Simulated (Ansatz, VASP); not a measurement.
# NaLaMnMoO6: VASP beside Ansatz

```xyz
20
Lattice="5.4442 0.0000 0.0000 0.0737 5.4770 0.0000 0.0284 0.0033 8.1651" Properties=species:S:1:pos:R:3 pbc="T T T"
Na    2.7271    2.8530    2.0291
Na    2.8193    2.6272    6.1360
La    0.0539    0.1623    2.0429
La    5.4925    5.3180    6.1222
Mn    2.7221    0.0000    0.0000
Mn    0.0511    2.7401    4.0825
Mo    0.0368    2.7385    0.0000
Mo    2.7363    0.0016    4.0825
O     5.0859    2.7634    1.8873
O     0.4605    2.7168    6.2777
O     1.5124    1.5151    0.3915
O     4.0340    3.9651    7.7736
O     1.1808    4.3359    0.1993
O     4.3656    1.1444    7.9658
O     2.3674    0.1918    5.9745
O     3.1790    5.2884    2.1906
O     1.2137    4.3404    3.8988
O     4.3326    1.1399    4.2662
O     1.5456    1.4990    3.6621
O     4.0007    3.9813    4.5029
```

Alike in both runs: task single point; functional PBE; k mesh 4 × 4 × 2; occupations gaussian, width 0.1 eV; collinear spin.

```csv
,VASP,Ansatz
version,VASP 6.6.1,Ansatz 0.2.0
potentials or method,"VASP PAW PBE potentials, release 64 (Na_pv, La, Mn_pv, Mo_sv, O), cutoff 600 eV","scalar-relativistic, plane waves, PAW"
valence electrons in the cell,162,170
```

```tsv
	VASP	Ansatz	Ansatz less VASP
gap on the k mesh at the Fermi level (eV)	none	none	-
pressure (GPa)	-4.9	-0.1	+4.80
traceless stress, the component that is largest in VASP (GPa)	-0.74	-0.22	+0.515
rms of the force components (eV/Å)	0.336	0.063	-0.2734
net moment per atom (μB)	0.01	0.39	+0.378
size of the moment on the site where the two differ most (μB)	0.09	3.27	+3.181
```

The net moments are unlike, so the other rows may belong to different states. Site moments also hang on the region over which each program counts them. Atom by atom the forces differ by 0.287 eV/Å (rms over components). A gap of «none» marks a metal or a gap that the smearing closes. VASP's potentials hold 162 valence electrons a cell and Ansatz's 170, so a difference there can come from the potentials and not from the codes.

The k mesh is coarse, so the values compare programs but aren't converged. Spin-orbit coupling is off throughout.
